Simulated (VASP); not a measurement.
# C (P-1) in VASP: further runs

Runs on C. Level: PBE. Tasks: single point.

Everything below comes from runs of VASP 6.6.1. Logs are shortened: lines on timing, memory, paths and dates and some standing lists are left out, and cuts for length are marked.

### 1 The cell of the first run

The typed cell holds 12 atoms: a = 2.553 Å, b = 2.667 Å, c = 12.591 Å, α = 92.11°, β = 96.05°, γ = 124.47°.

### 2 Single point, PBE

Contents of INCAR:

```
PREC = Accurate ; ENCUT = 520
EDIFF = 1E-7 ; ISMEAR = 0
SIGMA = 0.05 ; LREAL = F
LASPH = T ; NELM = 60
ALGO = Normal ; ISIF = 2
LWAVE = F ; LCHARG = F
GGA = PE ; NBANDS = 36
```

Contents of KPOINTS:

```
regular mesh
0
Gamma
  12 12 2
```

Contents of POSCAR:

```
C
1.0
    2.5457512053     -0.1386300161     -0.1386300161
   -1.3929327183      2.2740002236     -0.0507421076
   -0.6836011873     -0.6836011873     12.5534036215
C
12
Direct
    0.0000000000      0.0000000000      0.1868593266
    0.0000000000      0.0000000000      0.6868593266
    0.0000000000      0.0000000000      0.3131406734
    0.0000000000      0.0000000000      0.8131406734
    0.3333333333      0.6666666667      0.5207665411
    0.6666666667      0.3333333333      0.0207665411
    0.3333333333      0.6666666667      0.9792334589
    0.6666666667      0.3333333333      0.4792334589
    0.3333333333      0.6666666667      0.6450950823
    0.6666666667      0.3333333333      0.1450950823
    0.3333333333      0.6666666667      0.8549049177
    0.6666666667      0.3333333333      0.3549049177
```

Potentials or basis: VASP PAW PBE potentials, release 64 (C).

Run with:

```sh
$ cat potpaw_PBE.64/C/POTCAR > POTCAR
$ mpirun -np 1 vasp_std > vasp.out
```

OUTCAR:

```text
PREC = Accurate
   ENCUT = 520
   EDIFF = 1E-7
   ISMEAR = 0
   LREAL = F
   LASPH = T
   NELM = 60
   ISIF = 2
   GGA = PE

 ion  position               nearest neighbor table
   1  0.000  0.000  0.187-  10 1.51  10 1.57   3 1.59  10 1.61
   2  0.000  0.000  0.687-   9 1.42   4 1.59   9 1.62   9 1.65
   3  0.000  0.000  0.313-  12 1.42   1 1.59  12 1.62  12 1.65
   4  0.000  0.000  0.813-  11 1.51  11 1.57   2 1.59  11 1.61
   5  0.333  0.667  0.521-   8 1.42   9 1.57   8 1.62   8 1.64
   6  0.667  0.333  0.021-   7 1.51  10 1.57   7 1.57   7 1.61
   7  0.333  0.667  0.979-   6 1.51  11 1.57   6 1.57   6 1.61
   8  0.667  0.333  0.479-   5 1.42  12 1.57   5 1.62   5 1.64
   9  0.333  0.667  0.645-   2 1.42   5 1.57   2 1.62   2 1.65
  10  0.667  0.333  0.145-   1 1.51   6 1.57   1 1.57   1 1.61
  11  0.333  0.667  0.855-   4 1.51   7 1.57   4 1.57   4 1.61
  12  0.667  0.333  0.355-   3 1.42   8 1.57   3 1.62   3 1.65

  LATTYP: Found a triclinic cell.
 ALAT       =     2.4340620757
 B/A-ratio  =     1.7320508076
 C/A-ratio  =     5.1181158657
 COS(alpha) =     0.0110205107
 COS(beta)  =     0.0428578985
 COS(gamma) =     0.8370525602

  Lattice vectors:

 A1 = (  -1.1528184870,  -2.1353702075,   0.1893721237)
 A2 = (  -3.6985696923,  -1.9967401914,   0.3280021398)
 A3 = (  -0.4692172997,  -1.4517690202, -12.3640314978)

Analysis of symmetry for initial positions (statically):
=====================================================================
 Subroutine PRICEL returns:
 Original cell was already a primitive cell.

 Routine SETGRP: Setting up the symmetry group for a
 triclinic supercell.

 Subroutine GETGRP returns: Found  2 space group operations
 (whereof  2 operations were pure point group operations)
 out of a pool of  2 trial point group operations.

The static configuration has the point symmetry S_2 .

Analysis of symmetry for dynamics (positions and initial velocities):
=====================================================================
 Subroutine PRICEL returns:
 Original cell was already a primitive cell.

 Routine SETGRP: Setting up the symmetry group for a
 triclinic supercell.

 Subroutine GETGRP returns: Found  2 space group operations
 (whereof  2 operations were pure point group operations)
 out of a pool of  2 trial point group operations.

[... 122 lines left out ...]
   EDIFFG = 0.1E-05   stopping-criterion for IOM
   NSW    =      0    number of steps for IOM
   IBRION =     -1    ionic relax: 0-MD 1-quasi-New 2-CG
   NFREE  =      0    steps in history (QN), initial steepest desc. (CG)
   ISIF   =      2    stress and relaxation
   ISYM   =      2    0-nonsym 1-usesym 2-fastsym
   POTIM  = 0.5000    time-step for ionic-motion
   TEBEG  =    0.0;   TEEND  =   0.0 temperature during run
   PSTRESS=    0.0 pullay stress
   NELECT =      48.0000    total number of electrons
   NUPDOWN=      -1.0000    fix difference up-down
   EMIN   =  10.00;   EMAX   =-10.00  energy-range for DOS
   EFERMI =   0.00;   METHOD = LEGACY
   ISMEAR =     0;   SIGMA  =   0.05  broadening in eV -4-tet -1-fermi 0-gaus
   EFERMI_NEDOS =   21; number of points for ismear=-14 and -15
   IALGO  =     38    algorithm
   IMIX   =      4    mixing-type and parameters
     AMIX     =   0.40;   BMIX     =  1.00
     AMIX_MAG =   1.60;   BMIX_MAG =  1.00
  volume/ion in A,a.u.               =       5.82        39.26
  Fermi-wavevector in a.u.,A,eV,Ry     =   1.444956  2.730571 28.407584  2.087899
  Thomas-Fermi vector in A             =   2.563193
   LORBIT       =      0    0 simple, 1 ext, 2 COOP (PROOUT), +10 PAW based schemes
   GGA     = PE    functional components
   LHFCALC =     F    Hartree Fock is set to
   AEXX    =    0.0000 exact exchange contribution
   IVDW    =     0    specifies the selected vdW correction
   LEPSILON=     F    determine dielectric tensor
   LRPA    =     F    only Hartree local field effects (RPA)
 non-spin polarized calculation
 Gauss-broadening in eV      SIGMA  =   0.05
  energy-cutoff  :      520.00
  volume of cell :       69.81
 maximum number of plane-waves:      1912
   NGX =  9   NGY =  9   NGZ = 47

 number of electron      47.9999996 magnetization

 Free energy of the ion-electron system (eV)
  ---------------------------------------------------
  ext. energy  EPLUGINS =         0.00000000
  ---------------------------------------------------
  free energy    TOTEN  =      -105.10053015 eV

  energy without entropy =     -105.10053015  energy(sigma->0) =     -105.10053015

 E-fermi :  10.7082     XC(G=0): -13.1420

 val. band max:       10.4947359378   @ k =   0.0000   0.0000   0.0000
 cond. band min:      11.8065802692   @ k =   0.4167  -0.0000   0.0000
 fundamental gap:      1.3118443313
 Fermi energy:        10.7081838728

 k-point     1 :       0.0000    0.0000    0.0000
  band No.  band energies     occupation
      1     -11.8196      2.00000
      2     -11.0999      2.00000
      3     -11.0182      2.00000
      4      -8.8695      2.00000
      5      -8.8096      2.00000
      6      -6.1611      2.00000
[... 925 lines left out ...]
     35      18.4765      0.00000
     36      19.3521      0.00000

 [... further k-points ...]
[... 5 lines left out ...]
  --------------------------------------------------------------------------------------
  -------------------------------------------------------------------------------------
  Total       -0.2377479      0.2005186     -1.0653786     24.4875861     21.8812363     22.2784329
  in kB       -5.4566432      4.6021802    -24.4519170    562.0240690    502.2047243    511.3209371
  external PRESSURE =      -8.4354600 kB  Pullay stress =       0.0000000 kB

 VOLUME and BASIS-vectors are now :
 -----------------------------------------------------------------------------
  energy-cutoff  :      520.00
  volume of cell :       69.81
      direct lattice vectors                 reciprocal lattice vectors
     2.545751205 -0.138630016 -0.138630016     0.408434398  0.250986667  0.035909068
    -1.392932718  2.274000224 -0.050742108     0.026287262  0.456442461  0.026287262
    -0.683601187 -0.683601187 12.553403621     0.004616687  0.004616687  0.080162478

 POSITION                                       TOTAL-FORCE (eV/Angst)
 -----------------------------------------------------------------------------------
     -0.12774     -0.12774      2.34572        -0.100192      0.249711      0.006955
     -0.46954     -0.46954      8.62242         1.459376      0.863736      0.765502
     -0.21406     -0.21406      3.93098        -1.459376     -0.863736     -0.765502
     -0.55586     -0.55586     10.20768         0.100192     -0.249711     -0.006955
     -0.43603      1.11379      6.45735         1.003705      0.751522      0.637920
      1.21866      0.65138      0.15136         0.127388      0.144587      0.085958
     -0.74944      0.80038     12.21267        -0.127388     -0.144587     -0.085958
      0.90525      0.33798      5.90668        -1.003705     -0.751522     -0.637920
     -0.52103      1.02880      8.01810        -0.933772     -0.722612     -0.524903
      1.13367      0.56639      1.71210        -0.155715     -0.122262     -0.012320
     -0.66445      0.88538     10.65193         0.155715      0.122262      0.012320
      0.99024      0.42297      4.34593         0.933772      0.722612      0.524903
 -----------------------------------------------------------------------------------
    total drift:                               -0.000000      0.000000      0.000000

  FREE ENERGIE OF THE ION-ELECTRON SYSTEM (eV)
  ---------------------------------------------------
  free  energy   TOTEN  =      -105.1005301485 eV

  energy  without entropy=     -105.1005301485  energy(sigma->0) =     -105.10053015
```

OSZICAR:

```text
N       E                     dE             d eps       ncg     rms          rms(c)
DAV:   1     0.124754544534E+03    0.12475E+03   -0.25348E+04 10656   0.130E+03
DAV:   2    -0.993320338893E+02   -0.22409E+03   -0.21056E+03 13736   0.252E+02
DAV:   3    -0.108691062644E+03   -0.93590E+01   -0.92679E+01 14124   0.467E+01
DAV:   4    -0.108812827419E+03   -0.12176E+00   -0.12139E+00 13804   0.562E+00
DAV:   5    -0.108815570767E+03   -0.27433E-02   -0.27409E-02 13676   0.775E-01    0.133E+01
DAV:   6    -0.106010046421E+03    0.28055E+01   -0.19330E+00 12560   0.681E+00    0.790E+00
DAV:   7    -0.105096008516E+03    0.91404E+00   -0.25574E+00 12716   0.799E+00    0.169E+00
DAV:   8    -0.105100019362E+03   -0.40108E-02   -0.12345E-01 13244   0.179E+00    0.166E-01
DAV:   9    -0.105100365424E+03   -0.34606E-03   -0.31975E-03 14060   0.304E-01    0.833E-02
DAV:  10    -0.105100496829E+03   -0.13141E-03   -0.21723E-04 13288   0.878E-02    0.341E-02
DAV:  11    -0.105100528488E+03   -0.31658E-04   -0.41022E-05 13716   0.371E-02    0.652E-03
DAV:  12    -0.105100529660E+03   -0.11722E-05   -0.20631E-06 14064   0.102E-02    0.357E-03
DAV:  13    -0.105100530020E+03   -0.35973E-06   -0.84906E-07 14448   0.692E-03    0.132E-03
DAV:  14    -0.105100530129E+03   -0.10926E-06   -0.28249E-07  9820   0.291E-03    0.656E-04
DAV:  15    -0.105100530148E+03   -0.19664E-07   -0.26163E-08  7200   0.965E-04
   1 F= -.10510053E+03 E0= -.10510053E+03  d E =-.119238E-11
```

stdout:

```text
POSCAR found type information on POSCAR C
 POSCAR found :  1 types and      12 ions
 scaLAPACK will be used
 LDA part: xc-table for (Slater+PW92), standard interpolation
 POSCAR, INCAR and KPOINTS ok, starting setup
 FFT: planning ... GRIDC
 FFT: planning ... GRID_SOFT
 FFT: planning ... GRID
 WAVECAR not read
 entering main loop
```

Wall time 3.7 min (1 thread of Intel Xeon 6975P-C (Granite Rapids), shared host); peak memory 0.34 GiB.

Results:

* Free energy: -105.1005 eV
* Pressure: -0.8 GPa
* Largest force: 1.861 eV/Å
* Band gap on the k mesh: 1.31 eV (least direct gap 2.47 eV)

Forces in eV/Å, atoms in the order of the input:
```
C   -0.100  0.250  0.007
C    1.459  0.864  0.766
C   -1.459 -0.864 -0.766
C    0.100 -0.250 -0.007
C    1.004  0.752  0.638
C    0.127  0.145  0.086
C   -0.127 -0.145 -0.086
C   -1.004 -0.752 -0.638
C   -0.934 -0.723 -0.525
C   -0.156 -0.122 -0.012
C    0.156  0.122  0.012
C    0.934  0.723  0.525
```

Levels at points of the mesh, in eV from the valence-band top:
```tsv
k point	band 22	band 23	band 24	band 25	band 26	band 27
(0.00, 0.00, 0.00)	-1.40	-0.95	0.00	2.47	3.48	3.53
(0.50, 0.00, 0.00)	-4.63	-4.60	-3.34	1.53	2.22	2.55
(0.00, 0.50, 0.00)	-4.89	-3.79	-3.23	2.84	3.50	4.21
(0.50, 0.50, 0.00)	-4.09	-4.04	-2.95	3.75	5.22	5.63
(0.00, 0.00, 0.50)	-1.32	-0.85	-0.49	2.64	3.07	4.05
(0.50, 0.00, 0.50)	-5.22	-4.74	-3.16	1.60	1.98	2.27
(0.00, 0.50, 0.50)	-4.42	-3.71	-3.21	2.59	3.62	3.93
(0.50, 0.50, 0.50)	-4.06	-3.46	-3.17	3.56	5.13	5.67
```

Caveat: forces of over 1 eV/Å act on the atoms, so gaps and moduli don't describe the material at rest. A k mesh can miss the band edges.

### 3 Single point, PBE

This run uses another cell than the first one, of 6.18 Å³/atom.

Contents of INCAR:

```
SYSTEM = C
PREC = Accurate
ENCUT = 520
EDIFF = 1E-6
ISMEAR = 0
SIGMA = 0.05
LREAL = .False.
LASPH = .True.
NELM = 80
ALGO = Normal
ISIF = 2
LWAVE = .False.
LCHARG = .True.
GGA = PE
LELF = .True.
LVHAR = .True.
NBANDS = 36
```

Contents of KPOINTS:

```
regular mesh
0
Gamma
  12 12 2
  0 0 0
```

POSCAR: that of step 2 with these lines changed.

```diff
@@ -2,5 +2,5 @@
 1.0
-    2.5457512053     -0.1386300161     -0.1386300161
-   -1.3929327183      2.2740002236     -0.0507421076
-   -0.6836011873     -0.6836011873     12.5534036215
+    2.5961621202      0.1386300161      0.1386300161
+   -1.1780239444      2.1790273404      0.0507421076
+    0.6836011873      0.6836011873     12.8019858714
 C
```

Potentials or basis: VASP PAW PBE potentials, release 64 (C).

Run with:

```sh
$ cat potpaw_PBE.64/C/POTCAR > POTCAR
$ mpirun -np 1 vasp_std > vasp.out
```

Run time: 4.5 min. Hardware: 1 thread of Intel Xeon 8259CL, shared host; peak memory 0.36 GiB.

Results (log left out):

| Property | Result |
| --- | --- |
| Free energy | -105.2155 eV |
| Pressure | -23.9 GPa |
| Largest force | 0.876 eV/Å |
| Band gap on the k mesh | 2.21 eV (least direct gap 2.31 eV) |

Forces on the atoms (eV/Å):
```
C   -0.224 -0.001  0.007
C    0.460  0.411  0.555
C   -0.460 -0.411 -0.555
C    0.224  0.001 -0.007
C    0.444  0.536  0.531
C    0.047  0.133  0.091
C   -0.047 -0.133 -0.091
C   -0.444 -0.536 -0.531
C   -0.461 -0.532 -0.453
C   -0.028 -0.140 -0.016
C    0.028  0.140  0.016
C    0.461  0.532  0.453
```

Stress tensor (GPa, compression positive):
```
-25.59 -47.37 -44.37
-47.37 -21.72 -43.76
-44.37 -43.76 -24.49
```

Levels at points of the mesh, in eV from the valence-band top:
```
           k point  band 20  band 21  band 22  band 23  band 24  band 25  band 26  band 27  band 28  band 29
(0.00, 0.00, 0.00)    -1.53    -1.08    -0.90    -0.20     0.00     2.31     3.54     4.19     4.27     4.72
(0.50, 0.00, 0.00)    -4.57    -3.67    -3.32    -2.73    -2.23     2.50     4.08     5.71     5.84     6.24
(0.00, 0.50, 0.00)    -4.85    -4.72    -4.14    -3.58    -2.48     3.40     3.71     4.38     4.50     5.03
(0.50, 0.50, 0.00)    -5.49    -4.88    -4.79    -4.51    -3.15     2.21     2.84     2.99     3.28     3.82
(0.00, 0.00, 0.50)    -1.44    -0.98    -0.96    -0.73    -0.23     2.38     3.44     4.29     4.46     4.75
(0.50, 0.00, 0.50)    -4.24    -4.11    -3.13    -2.45    -2.40     2.22     4.84     5.41     5.97     6.21
(0.00, 0.50, 0.50)    -5.06    -4.48    -4.23    -3.47    -2.45     3.16     3.82     4.09     5.00     5.15
(0.50, 0.50, 0.50)    -5.69    -5.08    -4.79    -4.04    -3.18     2.36     2.44     3.33     3.48     3.65
```

Caveat: the cell stands under tension. A k mesh can miss the band edges.

### 4 Single point, PBE

This run uses another cell than the first one, of 5.99 Å³/atom.

Contents of INCAR:

```
  ALGO = Normal
  EDIFF = 1E-6
  ENCUT = 520
  GGA = PE
  ISIF = 2
  ISMEAR = 0
  LASPH = True
  LCHARG = False
  LREAL = False
  LWAVE = False
  NBANDS = 36
  NELM = 80
  PREC = Accurate
  SIGMA = 0.05
```

Contents of KPOINTS:

```
k-points
0
Gamma
  12 12 2
```

POSCAR: that of step 3 with these lines changed.

```diff
@@ -2,5 +2,5 @@
 1.0
-    2.5961621202      0.1386300161      0.1386300161
-   -1.1780239444      2.1790273404      0.0507421076
-    0.6836011873      0.6836011873     12.8019858714
+    2.5709566628     -0.1386300161     -0.1386300161
+   -1.4055354471      2.2958287900     -0.0507421076
+   -0.6836011873     -0.6836011873     12.6776947464
 C
```

Run with:

```sh
$ cat potpaw_PBE.64/C/POTCAR > POTCAR
$ mpirun -np 1 vasp_std > vasp.out
```

Wall time 2.9 min (1 thread of AMD EPYC 9R45 (Zen 5), shared host); peak memory 0.32 GiB.

It converged, with:

```
Free energy            : -105.0895 eV
Pressure               : -12.6 GPa
Largest force          : 1.535 eV/Å
Band gap on the k mesh : 1.34 eV (least direct gap 2.48 eV)
```

Forces in eV/Å, atoms in the order of the input:
```
C   -0.053  0.150 -0.016
C    1.157  0.728  0.699
C   -1.157 -0.728 -0.699
C    0.053 -0.150  0.016
C    0.727  0.621  0.599
C    0.157  0.049  0.079
C   -0.157 -0.049 -0.079
C   -0.727 -0.621 -0.599
C   -0.662 -0.594 -0.487
C   -0.185 -0.029 -0.007
C    0.185  0.029  0.007
C    0.662  0.594  0.487
```

Stress tensor (GPa, compression positive):
```
-12.55  52.22  48.21
 52.22 -11.35  47.37
 48.21  47.37 -13.88
```

Levels at points of the mesh, in eV from the valence-band top:
```
           k point  band 21  band 22  band 23  band 24  band 25  band 26  band 27  band 28
(0.00, 0.00, 0.00)    -1.50    -1.36    -0.91     0.00     2.48     3.45     3.48     4.29
(0.50, 0.00, 0.00)    -5.67    -4.54    -4.46    -3.26     1.56     2.24     2.57     2.58
(0.00, 0.50, 0.00)    -4.84    -4.75    -3.68    -3.15     2.85     3.44     4.13     4.14
(0.50, 0.50, 0.00)    -4.08    -3.97    -3.92    -2.87     3.72     5.08     5.51     5.61
(0.00, 0.00, 0.50)    -1.53    -1.28    -0.82    -0.47     2.64     3.04     3.98     4.03
(0.50, 0.00, 0.50)    -5.11    -5.07    -4.60    -3.09     1.64     2.01     2.26     3.15
(0.00, 0.50, 0.50)    -5.17    -4.28    -3.60    -3.14     2.58     3.56     3.87     4.51
(0.50, 0.50, 0.50)    -4.63    -3.95    -3.37    -3.08     3.52     5.04     5.55     5.70
```

Caveat: the cell stands under tension; forces of over 1 eV/Å act on the atoms, so gaps and moduli don't describe the material at rest. A k mesh can miss the band edges.

### 5 Summary

| cell | gap on the mesh (eV) | pressure (GPa) | largest force (eV/Å) |
| --- | --- | --- | --- |
| a = 2.553, b = 2.667, c = 12.591 Å, angles 92.1, 96.0, 124.5°, 12 atoms | 1.31 | -0.8 | 1.86 |
| a = 2.604, b = 2.478, c = 12.838 Å, angles 87.6, 83.7, 115.2°, 12 atoms | 2.21 | -23.9 | 0.88 |
| a = 2.578, b = 2.692, c = 12.715 Å, angles 92.1, 96.0, 124.4°, 12 atoms | 1.34 | -12.6 | 1.54 |

Alike in all rows: task single point; level PBE; potentials or basis VASP PAW PBE potentials, release 64 (C); no spin polarisation; k mesh 12 × 12 × 2; cutoff (eV) 520; smearing gaussian 0.05 eV.

Caveats: forces of over 1 eV/Å act on the atoms, so gaps and moduli don't describe the material at rest (at least some runs); the cell stands under tension (at least some runs).

Total energies depend on the potentials used, so only differences within one code and one set of settings carry meaning.
